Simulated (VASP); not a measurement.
Wanted: the native input for a VASP 6.6.1 run.

| Quantity | Value |
| --- | --- |
| Task | single point |
| Functional | LDA |
| Potentials or basis | VASP PAW LDA potentials, release 64 (B, P) |
| Cutoff | 520 eV |
| k mesh | 12 × 12 × 12 |
| Occupations | fermi-dirac, width 0.08 eV |
| Spin | no spin polarisation |
| Dipole correction | no |
| Further INCAR settings | ALGO = Normal; EDIFF = 1e-07; NBANDS = 11 |

The structure of BP lies in POSCAR:

```
BP
1.0
    0.0000000000      2.2614113146      2.2614113146
    2.2614113146      0.0000000000      2.2614113146
    2.2614113146      2.2614113146      0.0000000000
B P
1 1
Direct
    0.0000000000      0.0000000000      0.0000000000
    0.7500000000      0.7500000000      0.7500000000
```

This cell differs from its parent crystal: volume scaled by 0.99.

One way to write it, as run:

INCAR

```
SYSTEM = BP
PREC = Accurate ; ENCUT = 520
EDIFF = 1E-7 ; ISMEAR = -1
SIGMA = 0.08 ; LREAL = .FALSE.
LASPH = .TRUE. ; NELM = 60
ALGO = Normal ; ISIF = 2
LWAVE = .FALSE. ; LCHARG = .FALSE.
NBANDS = 11
```

KPOINTS

```
Automatic mesh
0
G
  12 12 12
  0 0 0
```

Potentials or basis: VASP PAW LDA potentials, release 64 (B, P).

Run with:

```sh
$ cat potpaw_LDA.64/B/POTCAR potpaw_LDA.64/P/POTCAR > POTCAR
$ mpirun -np 1 vasp_std > vasp.out
```

Results of the run:

```json
{
 "Pressure": "-3.7 GPa",
 "Band gap on the k mesh": "1.17 eV, indirect (least direct gap 3.39 eV)"
}
```

It used 7.5 s of CPU time on 1 thread of Intel Xeon 6975P-C, with other jobs on the host.
